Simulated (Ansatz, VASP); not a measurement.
**Na2S in VASP and in Ansatz**

File INCAR:

```
SYSTEM = Na2S
  PREC = Accurate
  ENCUT = 500
  EDIFF = 1E-6
  ISMEAR = -1
  SIGMA = 0.05
  LREAL = .FALSE.
  LASPH = .TRUE.
  NELM = 120
  ALGO = Normal
  ISIF = 2
  LWAVE = .FALSE.
  LCHARG = .FALSE.
  GGA = CA
  NBANDS = 17
  GGA_COMPAT = .FALSE.
```

File KPOINTS:

```
regular mesh
0
G
  7 7 7
  0 0 0
```

The input POSCAR:

```
Na2S
1.0
    0.0000000000      3.3165773084      3.3165773084
    3.3165773084      0.0000000000      3.3165773084
    3.3165773084      3.3165773084      0.0000000000
S Na
1 2
Direct
    0.0000000000      0.0000000000      0.0000000000
    0.7500000000      0.7500000000      0.7500000000
    0.2500000000      0.2500000000      0.2500000000
```

Contents of input.yaml:

```yaml
crystal:
  lattice:
    - [0.0, 3.3165773084, 3.3165773084]
    - [3.3165773084, 0.0, 3.3165773084]
    - [3.3165773084, 3.3165773084, 0.0]
  atoms:
    - { symbol: S, position: [0.0, 0.0, 0.0] }
    - { symbol: Na, position: [0.75, 0.75, 0.75] }
    - { symbol: Na, position: [0.25, 0.25, 0.25] }
hamiltonian:
  xc: lda
  pseudopotentials: { kind: paw }
kpoints:
  mp_grid: { grid: [7, 7, 7] }
scf:
  occupations: { method: fermi_dirac, width: 0.05 }
output:
  forces: true
  stress: true
  eigenvalues: true
```

Alike in both runs: task single point; functional LDA; k mesh 7 × 7 × 7; occupations fermi-dirac, width 0.05 eV; no spin polarisation.

|  | VASP | Ansatz |
| --- | --- | --- |
| version | VASP 6.6.1 | Ansatz 0.2.0 |
| potentials or method | VASP PAW LDA potentials, release 64 (S, Na_pv) | Ansatz PAW |
| plane-wave cutoff (eV) | 500 | 420 |
| valence electrons in the cell | 20 | 24 |

```csv
,VASP,Ansatz,Ansatz less VASP
gap on the k mesh at the Fermi level (eV),2.12,2.12,-0.006
least direct gap on the mesh (eV),2.12,2.12,-0.006
pressure (GPa),-3.0,-3.0,+0.02
```

LDA's correlation is that of Perdew and Zunger in VASP and of Perdew and Wang (1992) in Ansatz. VASP's potentials hold 20 valence electrons a cell and Ansatz's 24, so a difference there can come from the potentials and not from the codes.

Noted on Ansatz's run: odd divisions of the mesh miss points on the zone boundary, where band edges often lie, so the gap on the mesh can be too wide.
